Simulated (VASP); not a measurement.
Os: single point with r2SCAN

Os:

```
CELL_PARAMETERS angstrom
0.00000 1.94500 1.94500
1.85747 0.00000 1.94500
1.85747 1.94500 0.00000
ATOMIC_POSITIONS crystal
Os 0.00000 0.00000 0.00000
```

This cell differs from its parent crystal: strain -0.0450 x Voigt [1, 0, 0, 0, 0, 0].

| Quantity | Value |
| --- | --- |
| Program | VASP 6.6.1 |
| Task | single point |
| Functional | r2SCAN |
| Potentials or basis | VASP PAW PBE potentials, release 64 (Os) |
| Cutoff | 520 eV |
| k mesh | 20 × 20 × 20 |
| Occupations | gaussian, width 0.15 eV |
| Spin | no spin polarisation |
| Dipole correction | no |
| Further INCAR settings | ALGO = Normal; EDIFF = 1e-07; NBANDS = 10 |

```
Pressure               : 2.0 GPa
Band gap on the k mesh : zero (band 4 reaches 12.21 eV, above the bottom of band 5 at 7.58 eV)
```

Stress tensor (GPa, compression positive):
```
13.12  0.00  0.00
 0.00 -3.59  0.00
 0.00  0.00 -3.59
```

Levels at points of the mesh, in eV from the Fermi level:
| k point | band 1 | band 2 | band 3 | band 4 | band 5 | band 6 | band 7 | band 8 | band 9 |
| --- | --- | --- | --- | --- | --- | --- | --- | --- | --- |
| (0.00, 0.00, 0.00) | -11.29 | -3.33 | -3.33 | -2.64 | -0.45 | 0.43 | 14.95 | 20.49 | 20.49 |
| (0.50, 0.00, 0.00) | -8.03 | -3.67 | -2.92 | -0.27 | 2.30 | 2.72 | 9.44 | 14.45 | 21.00 |
| (0.50, 0.50, 0.00) | -7.93 | -7.14 | 2.05 | 2.42 | 2.89 | 3.52 | 12.46 | 12.82 | 13.51 |
| (0.00, 0.50, 0.50) | -7.88 | -7.23 | 2.42 | 3.11 | 3.25 | 3.25 | 12.28 | 12.28 | 13.76 |

Run time: 2.2 min on 1 thread of Intel(R) Xeon(R) 6975P-C (Granite Rapids), with other jobs on the host, peak memory 0.21 GiB.

Caveat: the cell differs from its parent crystal (strain -0.0450 x Voigt [1, 0, 0, 0, 0, 0]); the PAW data sets were made with another functional, which shifts forces and pressure a little; spin-orbit coupling is left out, which moves the levels of the heavy elements.
